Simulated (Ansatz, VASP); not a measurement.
## Ti2SiGe2 in VASP and in Ansatz

File INCAR:

```
SYSTEM = Ti2SiGe2
PREC = Accurate
ENCUT = 600
EDIFF = 1E-6
ISMEAR = 0
SIGMA = 0.1
LREAL = .FALSE.
LASPH = .TRUE.
NELM = 60
ALGO = Normal
ISIF = 3
LWAVE = .FALSE.
LCHARG = .FALSE.
GGA = PE
IBRION = 2
NSW = 90
EDIFFG = -0.04
```

File KPOINTS:

```
Automatic mesh
0
G
  6 6 4
  0 0 0
```

The input POSCAR:

```
Ti2SiGe2
1.0
    3.7539245200      0.0000000000      0.0000000000
   -1.8769622600      3.2509940000      0.0000000000
    0.0000000000      0.0000000000      6.6515903600
Ti Si Ge
2 1 2
Direct
    0.0000000000      0.0000000000      0.7213994900
    0.0000000000      0.0000000000      0.2786005100
    0.0000000000      0.0000000000      0.5000000000
    0.3333333300      0.6666666700      0.5000000000
    0.6666666700      0.3333333300      0.5000000000
```

Input for Ansatz:

```yaml
crystal:
  lattice:
    - [3.75392452, 0.0, 0.0]
    - [-1.87696226, 3.250994, 0.0]
    - [0.0, 0.0, 6.65159036]
  atoms:
    - { symbol: Ti, position: [0.0, 0.0, 0.72139949] }
    - { symbol: Ti, position: [0.0, 0.0, 0.27860051] }
    - { symbol: Si, position: [0.0, 0.0, 0.5] }
    - { symbol: Ge, position: [0.33333333, 0.66666667, 0.5] }
    - { symbol: Ge, position: [0.66666667, 0.33333333, 0.5] }
basis:
  ecutwfc: 420
kpoints:
  mp_grid: { grid: [6, 6, 4] }
hamiltonian:
  xc: pbe
scf:
  occupations: { method: gaussian, width: 0.1 }
  lower_state_search: "off"
output:
  forces: true
  stress: true
  eigenvalues: true
relax:
  adjacent_minimum: "off"
  f_tol: 0.04
  max_steps: 70
  cell: { stress_tol: 0.4 }
```

Alike in both runs: task relaxation of cell and atoms; functional PBE; k mesh 6 × 6 × 4; occupations gaussian, width 0.1 eV; no spin polarisation.

|  | VASP | Ansatz |
| --- | --- | --- |
| version | VASP 6.6.1 | Ansatz 0.2.0 |
| potentials or method | VASP PAW PBE potentials, release 64 (Ti_sv, Si, Ge_d), cutoff 600 eV | scalar-relativistic, plane waves, PAW |
| valence electrons in the cell | 56 | 56 |

Ansatz gave:

| Property | Result |
| --- | --- |
| gap on the k mesh at the Fermi level, each at its own relaxed structure (eV) | none |
| relaxed volume (Å³/atom) | 24.99 |
| relaxed length of the cell vector where the two differ most in proportion (Å) | 6.879 |

**Question.** Which values does VASP return?

**Answer.** gap on the k mesh at the Fermi level, each at its own relaxed structure (eV): none; relaxed volume (Å³/atom): 25.01; relaxed length of the cell vector where the two differ most in proportion (Å): 6.901.

A gap of «none» marks a metal or a gap that the smearing closes.

Noted on VASP's run: the volume moved by over 15 % at a fixed basis, so the end points are rough.
